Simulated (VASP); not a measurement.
# HfN (Fm-3m) in VASP: vibrations by perturbation theory with PBE

Aim: the vibrations by perturbation theory of HfN with PBE.

Program: VASP 6.6.1. These are calculated values, not measurements. Logs are shortened: lines on timing, memory, paths and dates and some standing lists are left out, and cuts for length are marked.

### Step 1. The cell of the first run

The structure is cubic, space group Fm-3m (No. 225). The conventional cell has a = 4.525 Å, b = 4.525 Å, c = 4.525 Å, α = 90.00°, β = 90.00°, γ = 90.00°. Within 3.0 Å of Hf (site symmetry m-3m) lie 6 N at 2.26 Å. Within 3.0 Å of N (site symmetry m-3m) lie 6 Hf at 2.26 Å.

### Step 2. Vibrations by perturbation theory, PBE

Input file INCAR:

```
SYSTEM = HfN
PREC = Accurate
ENCUT = 520
EDIFF = 1E-8
ISMEAR = 1
SIGMA = 0.2
LREAL = .FALSE.
LASPH = .TRUE.
NELM = 60
ALGO = Normal
ISIF = 2
LWAVE = .FALSE.
LCHARG = .FALSE.
GGA = PE
NBANDS = 14
IBRION = 8
NSW = 1
```

Input file KPOINTS:

```
Automatic mesh
0
G
  18 18 18
  0 0 0
```

Input file POSCAR:

```
HfN
1.0
    0.0000000000      2.2625000000      2.2625000000
    2.2625000000      0.0000000000      2.2625000000
    2.2625000000      2.2625000000      0.0000000000
Hf N
1 1
Direct
    0.0000000000      0.0000000000      0.0000000000
    0.5000000000      0.5000000000      0.5000000000
```

Potentials or basis: VASP PAW PBE potentials, release 64 (Hf_pv, N).

Launch:

```
$ cat potpaw_PBE.64/Hf_pv/POTCAR potpaw_PBE.64/N/POTCAR > POTCAR
$ mpirun -np 1 vasp_std > vasp.out
```

OUTCAR:

```text
SYSTEM = HfN
   PREC = Accurate
   ENCUT = 520
   EDIFF = 1E-8
   ISMEAR = 1
   LREAL = .FALSE.
   LASPH = .TRUE.
   NELM = 60
   ISIF = 2
   GGA = PE
   IBRION = 8
   NSW = 1

 ion  position               nearest neighbor table
   1  0.000  0.000  0.000-   2 2.26   2 2.26   2 2.26   2 2.26   2 2.26   2 2.26
   2  0.500  0.500  0.500-   1 2.26   1 2.26   1 2.26   1 2.26   1 2.26   1 2.26

  LATTYP: Found a face centered cubic cell.
 ALAT       =     4.5250000000

  Lattice vectors:

 A1 = (   0.0000000000,   2.2625000000,   2.2625000000)
 A2 = (   2.2625000000,   0.0000000000,   2.2625000000)
 A3 = (   2.2625000000,   2.2625000000,   0.0000000000)

Analysis of symmetry for initial positions (statically):
=====================================================================
 Subroutine PRICEL returns:
 Original cell was already a primitive cell.

 Routine SETGRP: Setting up the symmetry group for a
 face centered cubic supercell.

 Subroutine GETGRP returns: Found 48 space group operations
 (whereof 48 operations were pure point group operations)
 out of a pool of 48 trial point group operations.

The static configuration has the point symmetry O_h .

Analysis of symmetry for dynamics (positions and initial velocities):
=====================================================================
 Subroutine PRICEL returns:
 Original cell was already a primitive cell.

 Routine SETGRP: Setting up the symmetry group for a
 face centered cubic supercell.

 Subroutine GETGRP returns: Found 48 space group operations
 (whereof 48 operations were pure point group operations)
 out of a pool of 48 trial point group operations.

The dynamic configuration has the point symmetry O_h .

 Subroutine INISYM returns: Found 48 space group operations
 (whereof 48 operations are pure point group operations),
 and found     1 'primitive' translations

----------------------------------------------------------------------------------------

                                     Primitive cell

  volume of cell :      23.1631

  direct lattice vectors                    reciprocal lattice vectors
     0.000000000  2.262500000  2.262500000    -0.220994475  0.220994475  0.220994475
     2.262500000  0.000000000  2.262500000     0.220994475 -0.220994475  0.220994475
     2.262500000  2.262500000  0.000000000     0.220994475  0.220994475 -0.220994475

  length of vectors
     3.199658185  3.199658185  3.199658185     0.382773659  0.382773659  0.382773659

  position of ions in fractional coordinates (direct lattice)
     0.000000000  0.000000000  0.000000000
     0.500000000  0.500000000  0.500000000

  ion indices of the primitive-cell ions
   primitive index   ion index
                 1           1
                 2           2

----------------------------------------------------------------------------------------

 KPOINTS: Automatic mesh

Automatic generation of k-mesh.
 Grid dimensions read from file:
 generate k-points for:   18   18   18

 Generating k-lattice:

  Cartesian coordinates                     Fractional coordinates (reciprocal lattice)
    -0.012277471  0.012277471  0.012277471     0.055555556  0.000000000  0.000000000
     0.012277471 -0.012277471  0.012277471     0.000000000  0.055555556  0.000000000
     0.012277471  0.012277471 -0.012277471     0.000000000  0.000000000  0.055555556

  Length of vectors
     0.021265203  0.021265203  0.021265203

  Shift w.r.t. Gamma in fractional coordinates (k-lattice)
     0.000000000  0.000000000  0.000000000

[... 78 lines left out ...]
   IVDW    =     0    specifies the selected vdW correction
   LEPSILON=     F    determine dielectric tensor
   LRPA    =     F    only Hartree local field effects (RPA)
 non-spin polarized calculation
 Methfessel and Paxton  Order N= 1 SIGMA  =   0.20
  energy-cutoff  :      520.00
  volume of cell :       23.16
 maximum number of plane-waves:       637
   NGX = 11   NGY = 11   NGZ = 11

--------------------------------------- Ionic step        1  -------------------------------------------

 number of electron      15.0000000 magnetization

 Free energy of the ion-electron system (eV)
  ---------------------------------------------------
  ext. energy  EPLUGINS =         0.00000000
  ---------------------------------------------------
  free energy    TOTEN  =       -21.75564976 eV

  energy without entropy =      -21.75521217  energy(sigma->0) =      -21.75550390

 E-fermi :   8.3371     XC(G=0): -12.7081

 val. band max:        8.3169121629   @ k =   0.4444   0.2222   0.1111
 cond. band min:       8.3671651225   @ k =  -0.1111   0.0556   0.0000
 fundamental gap:      0.0502529596
 Fermi energy:         8.3371427815

 k-point     1 :       0.0000    0.0000    0.0000
  band No.  band energies     occupation
      1     -22.8275      2.00000
      2     -22.8275      2.00000
      3     -22.8275      2.00000
      4      -9.1396      2.00000
      5       5.3203      2.00000
      6       5.3203      2.00000
      7       5.3203      2.00000
      8       7.9999      2.03830
      9       7.9999      2.03830
     10       7.9999      2.03830
     11      10.0955     -0.00000
     12      10.3013     -0.00000
     13      10.3013     -0.00000
     14      17.8969      0.00000
[... 377 lines left out ...]
      1     -23.2953      2.00000
      2     -22.8999      2.00000
      3     -22.8561      2.00000
      4      -7.9612      2.00000
      5       1.9744      2.00000
      6       3.2426      2.00000
      7       3.6095      2.00000
      8       8.7515     -0.01260
      9       9.2947     -0.00000
     10      10.1503     -0.00000
     11      12.2829     -0.00000
     12      13.5280      0.00000
     13      14.0390      0.00000
     14      20.5344      0.00000

 [... further k-points ...]
[... 5 lines left out ...]
  --------------------------------------------------------------------------------------
  -------------------------------------------------------------------------------------
  Total        0.2476763      0.2476763      0.2476763      0.0000000      0.0000000      0.0000000
  in kB       17.1316565     17.1316565     17.1316565      0.0000000      0.0000000      0.0000000
  external PRESSURE =      17.1316565 kB  Pullay stress =       0.0000000 kB

 VOLUME and BASIS-vectors are now :
 -----------------------------------------------------------------------------
  energy-cutoff  :      520.00
  volume of cell :       23.16
      direct lattice vectors                 reciprocal lattice vectors
     0.000000000  2.262500000  2.262500000    -0.220994475  0.220994475  0.220994475
     2.262500000  0.000000000  2.262500000     0.220994475 -0.220994475  0.220994475
     2.262500000  2.262500000  0.000000000     0.220994475  0.220994475 -0.220994475

 POSITION                                       TOTAL-FORCE (eV/Angst)
 -----------------------------------------------------------------------------------
      0.00000      0.00000      0.00000        -0.000000     -0.000000      0.000000
      2.26250      2.26250      2.26250         0.000000      0.000000     -0.000000
 -----------------------------------------------------------------------------------
    total drift:                                0.000000     -0.000000     -0.000000

  FREE ENERGIE OF THE ION-ELECTRON SYSTEM (eV)
  ---------------------------------------------------
  free  energy   TOTEN  =       -21.7556497623 eV

  energy  without entropy=      -21.7552121719  energy(sigma->0) =      -21.75550390

[... ionic steps 2 to 3 ...]

--------------------------------------- Ionic step        4  -------------------------------------------

------------------------ aborting loop because EDIFF is reached ----------------------------------------

[... ionic steps 5 to 6 ...]

--------------------------------------- Ionic step        7  -------------------------------------------

 Free energy of the ion-electron system (eV)
  ---------------------------------------------------
  ---------------------------------------------------
  free energy    TOTEN  =        -0.23383517 eV

  energy without entropy =       -0.23383517

------------------------ aborting loop because EDIFF is reached ----------------------------------------

 INTERNAL STRAIN TENSOR  FOR ION    2  DIRECTION 1   (eV/Angst):
 -----------------------------------------------------------------------------
    -0.04969  0.00000 -0.00000
    -0.00000  0.02317 -0.00000
     0.00000 -0.00000  0.02317

 INTERNAL STRAIN TENSOR FOR ION    2 for displacements in x,y,z  (eV/Angst):
          X           Y           Z          XY          YZ          ZX
  --------------------------------------------------------------------------------
  x     0.00000     0.00000     0.00000     0.00000     0.00000     0.00000
  y     0.00000     0.00000     0.00000     0.00000     0.00000     0.00000
  z     0.00000     0.00000     0.00000     0.00000     0.00000     0.00000

 SECOND DERIVATIVES (NOT SYMMETRIZED)
 ------------------------------------
               1X          1Y          1Z          2X          2Y          2Z
  1X   -11.623976    0.000000    0.000000   11.623976    0.000000    0.000000
  1Y     0.000000  -11.623976    0.000000    0.000000   11.623976    0.000000
  1Z     0.000000    0.000000  -11.623976    0.000000    0.000000   11.623976
  2X    11.624462    0.000000    0.000000  -11.624462    0.000000    0.000000
  2Y     0.000000   11.624462    0.000000    0.000000  -11.624462    0.000000
  2Z     0.000000    0.000000   11.624462    0.000000    0.000000  -11.624462

 Eigenvectors and eigenvalues of the dynamical matrix
 ----------------------------------------------------

   1 f  =   14.792965 THz    92.946943 2PiTHz  493.440214 cm-1    61.178762 meV
             X         Y         Z           dx          dy          dz
      0.000000  0.000000  0.000000    -0.267218   -0.036437    0.000000
      2.262500  2.262500  2.262500     0.954118    0.130101    0.000000
[... 21 lines left out ...]
   6 f/i=    0.000080 THz     0.000505 2PiTHz    0.002683 cm-1     0.000333 meV
             X         Y         Z           dx          dy          dz
      0.000000  0.000000  0.000000    -0.007211    0.138429    0.952918
      2.262500  2.262500  2.262500    -0.002019    0.038769    0.266882

--------------------------------------------------------------------------------------------------------

 ELASTIC MODULI CONTR FROM IONIC RELAXATION (kBar)
 Direction    XX          YY          ZZ          XY          YZ          ZX
 --------------------------------------------------------------------------------
 XX           0.0000      0.0000      0.0000      0.0000      0.0000      0.0000
 YY           0.0000      0.0000      0.0000      0.0000      0.0000      0.0000
 ZZ           0.0000      0.0000      0.0000      0.0000      0.0000      0.0000
 XY           0.0000      0.0000      0.0000      0.0000      0.0000      0.0000
 YZ           0.0000      0.0000      0.0000      0.0000      0.0000      0.0000
 ZX           0.0000      0.0000      0.0000      0.0000      0.0000      0.0000
 --------------------------------------------------------------------------------
```

Wall time 4.1 min (1 thread of Intel Xeon 6975P-C, shared host); peak memory 0.43 GiB.

What came out:

* Highest phonon frequency at Γ, LO-TO splitting left out: 493 cm⁻¹

Phonon frequencies in cm⁻¹ (negative: imaginary):
```
              q point        frequencies
(0.000, 0.000, 0.000)  0 0 0 493 493 493
```

Caveat: the cell wasn't relaxed at this level first, which shifts response properties; spin-orbit coupling is left out, which moves the levels of the heavy elements.
